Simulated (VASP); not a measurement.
Set up this calculation in VASP 6.6.1, as the native input.

| Item | Value |
| --- | --- |
| Task | single point |
| Functional | LDA |
| Potentials or basis | VASP PAW LDA potentials, release 64 (Ga_d, P) |
| Cutoff | 500 eV |
| k mesh | 6 × 6 × 6 |
| Occupations | gaussian, width 0.1 eV |
| Spin | no spin polarisation |
| Dipole correction | no |
| Further INCAR settings | ALGO = Normal; EDIFF = 1e-06; NBANDS = 16 |

The structure of GaP lies in POSCAR:

```
GaP
1.0
    0.0000000000      2.7255000000      2.7255000000
    2.7255000000      0.0000000000      2.7255000000
    2.7255000000      2.7255000000      0.0000000000
Ga P
1 1
Direct
    0.0000000000      0.0000000000      0.0000000000
    0.2500000000      0.2500000000      0.2500000000
```

These files were run (other wordings do the same):

INCAR

```
SYSTEM = GaP
ALGO = Normal
EDIFF = 1E-6
ENCUT = 500
GGA = CA
GGA_COMPAT = .FALSE.
ISIF = 2
ISMEAR = 0
LASPH = .TRUE.
LCHARG = .FALSE.
LREAL = .FALSE.
LWAVE = .FALSE.
NBANDS = 16
NELM = 120
PREC = Accurate
SIGMA = 0.1
```

KPOINTS

```
k-points
0
G
  6 6 6
  0 0 0
```

Potentials or basis: VASP PAW LDA potentials, release 64 (Ga_d, P).

Launch:

```sh
$ cat potpaw_LDA.64/Ga_d/POTCAR potpaw_LDA.64/P/POTCAR > POTCAR
$ mpirun -np 1 vasp_std > vasp.out
```

It gave:

The pressure is -2.7 GPa and the band gap on the k mesh is 1.49 eV (least direct gap 1.63 eV).

Wall time 17 s on 1 thread of Intel Xeon 8259CL, on a shared host, peak memory 0.13 GiB.
